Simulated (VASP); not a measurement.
Write the native input for VASP 6.6.1 that does the following.

- Task: single point
- Functional: PBEsol
- Potentials or basis: VASP PAW PBE potentials, release 64 (Ta_pv, Sn_d, Sb)
- Cutoff: 520 eV
- k mesh: 4 × 4 × 4
- Occupations: fermi-dirac, width 0.05 eV
- Spin: no spin polarisation
- Dipole correction: no
- Further INCAR settings: ALGO = Normal; EDIFF = 1e-07; NBANDS = 37

The structure of Ta2SnSb4 lies in POSCAR:

```
Ta2SnSb4
1.0
   -2.4924120604      3.5472269038      6.1026475023
    1.2161670624     -2.4827301881      4.9314653382
    3.5315846906      3.5286664133     -5.5746509791
Ta Sn Sb
2 1 4
Direct
    0.4268123997      0.3098596786     -0.1262402942
    0.2244493711      0.6166365940      0.2724560663
    0.2330421685      0.1011784430      0.2768492577
   -0.0195032520      0.2609871457      0.6503912572
    0.6669509768      0.6698507699      0.4940206100
    0.4035068611      0.8271176153      0.8623113062
    0.8284435418      0.4580263193      0.0745261353
```

One way to write it, as run:

INCAR

```
SYSTEM = Ta2SnSb4
PREC = Accurate ; ENCUT = 520
EDIFF = 1E-7 ; ISMEAR = -1
SIGMA = 0.05 ; LREAL = .FALSE.
LASPH = .TRUE. ; NELM = 60
ALGO = Normal ; ISIF = 2
LWAVE = .FALSE. ; LCHARG = .FALSE.
GGA = PS ; NBANDS = 37
```

KPOINTS

```
regular mesh
0
G
  4 4 4
  0 0 0
```

Potentials or basis: VASP PAW PBE potentials, release 64 (Ta_pv, Sn_d, Sb).

The run is started by

```console
$ cat potpaw_PBE.64/Ta_pv/POTCAR potpaw_PBE.64/Sn_d/POTCAR potpaw_PBE.64/Sb/POTCAR > POTCAR
$ mpirun -np 1 vasp_std > vasp.out
```

It gave:

```yaml
Pressure: 0.1 GPa
Largest_force: 0.013 eV/Å
Band_gap_on_the_k_mesh: zero (bands 28 and 29 overlap by 1.33 eV)
```

Caveat: the PAW data sets were made with another functional, which shifts forces and pressure a little; spin-orbit coupling is left out, which moves the levels of the heavy elements.

Wall time 7.8 min on 1 thread of Intel(R) Xeon(R) Platinum 8259CL CPU @ 2.50GHz (Skylake/Cascade Lake) (shared host), peak memory 0.5 GiB.
